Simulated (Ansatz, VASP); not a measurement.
Two plane-wave programs on Ir

```
CELL_PARAMETERS angstrom
0.00000 1.96751 1.96751
1.96751 0.00000 1.96751
1.96751 1.96751 0.00000
ATOMIC_POSITIONS crystal
Ir 0.00000 0.00000 0.00000
```

Alike in both runs: task single point; functional PBEsol; k mesh 15 × 15 × 15; no spin polarisation.

|  | VASP | Ansatz |
| --- | --- | --- |
| version | VASP 6.6.1 | Ansatz 0.2.0 |
| potentials or method | VASP PAW PBE potentials, release 64 (Ir), cutoff 500 eV | PAW plane waves |
| occupations | fermi-dirac, width 0.1 eV | fermi-dirac |
| valence electrons in the cell | 9 | 17 |

VASP gave:

* pressure (GPa): -24.9

**Question.** Which values does Ansatz return?

**Answer.** Pressure (GPa): -25.4.

VASP's potentials were made for PBE, not for PBEsol. VASP's potentials hold 9 valence electrons a cell and Ansatz's 17, so a difference there can come from the potentials and not from the codes.

Neither program's run includes spin-orbit coupling.
